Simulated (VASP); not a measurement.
Here is a VASP 6.6.1 calculation.

File INCAR:

```
SYSTEM = Y
  PREC = Accurate
  ENCUT = 520
  EDIFF = 1E-6
  ISMEAR = 0
  SIGMA = 0.15
  LREAL = .False.
  LASPH = .True.
  NELM = 100
  ALGO = Fast
  ISIF = 2
  LWAVE = .False.
  LCHARG = .False.
  GGA = PS
  NBANDS = 12
```

The input KPOINTS:

```
regular mesh
0
Gamma
  16 16 16
  0 0 0
```

POSCAR

```
Y
1.0
    0.0000000000      2.4850000000      2.5471250000
    2.4850000000      0.0000000000      2.5471250000
    2.4850000000      2.4850000000      0.0000000000
Y
1
Direct
    0.0000000000      0.0000000000      0.0000000000
```

Potentials or basis: VASP PAW PBE potentials, release 64 (Y_sv).

Run with:

```console
$ cat potpaw_PBE.64/Y_sv/POTCAR > POTCAR
$ mpirun -np 1 vasp_std > vasp.out
```

Problem. Predict the pressure.

Solution. -0.9 GPa.

Stress tensor (GPa, compression positive):
```
-0.68  0.00  0.00
 0.00 -0.68  0.00
 0.00  0.00 -1.44
```

Caveat: the cell differs from its parent crystal (strain +0.000 along x and y, +0.025 along z); the PAW data sets were made with another functional, which shifts forces and pressure a little.
